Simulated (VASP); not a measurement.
A run of VASP 6.6.1 is set up as follows.

Contents of INCAR:

```
SYSTEM = AlGa3Sb4
  ALGO = Normal
  EDIFF = 1E-6
  EDIFFG = -0.001
  ENCUT = 600
  GGA = PS
  IBRION = 2
  ISIF = 3
  ISMEAR = 0
  LASPH = .True.
  LCHARG = .False.
  LREAL = .False.
  LWAVE = .False.
  NELM = 60
  NSW = 80
  PREC = Accurate
  SIGMA = 0.01
```

Contents of KPOINTS:

```
k-points
0
Gamma
  6 6 6
  0 0 0
```

Contents of POSCAR:

```
AlGa3Sb4
1.0
    6.1231983773      0.0000000000      0.0000000000
    0.0000000000      6.1231983773      0.0000000000
    0.0000000000      0.0000000000      6.1231983773
Al Ga Sb
1 3 4
Direct
    0.0000000000      0.0000000000      0.0000000000
    0.5000000000      0.5000000000      0.0000000000
    0.5000000000      0.0000000000      0.5000000000
    0.0000000000      0.5000000000      0.5000000000
    0.7492407436      0.7492407436      0.2507592564
    0.7492407436      0.2507592564      0.7492407436
    0.2507592564      0.7492407436      0.7492407436
    0.2507592564      0.2507592564      0.2507592564
```

Potentials or basis: VASP PAW PBE potentials, release 64 (Al, Ga_d, Sb).

Run with:

```bash
$ cat potpaw_PBE.64/Al/POTCAR potpaw_PBE.64/Ga_d/POTCAR potpaw_PBE.64/Sb/POTCAR > POTCAR
$ mpirun -np 1 vasp_std > vasp.out
```

Problem. Predict the relaxed cell.

Solution. a = 6.129 Å, b = 6.129 Å, c = 6.129 Å, α = 90.00°, β = 90.00°, γ = 90.00°.

Problem. What does it give for the relaxed volume?

Solution. 28.78 Å³/atom.

Problem. Predict the band gap on the k mesh.

Solution. 0.27 eV.

Step by step:
| step | energy change (eV) | largest force (eV/Å) | pressure (GPa) | volume (Å³) |
| --- | --- | --- | --- | --- |
| 1 | 0.0000 | 0.0199 | 0.13 | 229.58 |
| 2 | -0.0003 | 0.0083 | -0.04 | 230.38 |
| 3 | -0.0003 | 0.0105 | 0.02 | 230.22 |
| 4 | -0.0003 | 0.0095 | -0.03 | 230.29 |
| 5 | -0.0003 | 0.0101 | -0.01 | 230.26 |
| 6 | -0.0003 | 0.0102 | 0.00 | 230.25 |
| 7 | -0.0003 | 0.0055 | 0.00 | 230.23 |
| 8 | -0.0003 | 0.0000 | 0.01 | 230.21 |
| 9 | -0.0003 | 0.0005 | 0.00 | 230.21 |

Caveat: the PAW data sets were made with another functional, which shifts forces and pressure a little; spin-orbit coupling is left out, which moves the levels of the heavy elements. A k mesh can miss the band edges.
